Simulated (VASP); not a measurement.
A run of VASP 6.6.1:

INCAR

```
ALGO = Normal
EDIFF = 1E-7
ENCUT = 520
ISIF = 2
ISMEAR = 0
LASPH = T
LCHARG = F
LREAL = F
LWAVE = F
NBANDS = 11
NELM = 80
PREC = Accurate
SIGMA = 0.05
```

The input KPOINTS:

```
k-points
0
Gamma
  8 8 8
```

File POSCAR:

```
NaH
1.0
    0.0000000000      2.4400000000      2.3668000000
    2.4400000000      0.0000000000      2.3668000000
    2.4400000000      2.4400000000      0.0000000000
Na H
1 1
Direct
    0.0000000000      0.0000000000      0.0000000000
    0.5000000000      0.5000000000      0.5000000000
```

Potentials or basis: VASP PAW LDA potentials, release 64 (Na_pv, H).

Run with:

```bash
$ cat potpaw_LDA.64/Na_pv/POTCAR potpaw_LDA.64/H/POTCAR > POTCAR
$ mpirun -np 1 vasp_std > vasp.out
```

Hardware: 1 thread of Intel(R) Xeon(R) 6975P-C (Granite Rapids) (shared host).

**Question.** How long does it take, and how much memory?

**Answer.** Wall time 10 s on 1 thread of Intel(R) Xeon(R) 6975P-C (Granite Rapids) (shared host), peak memory 0.14 GiB. Counts: scf iterations 12, k points 59.
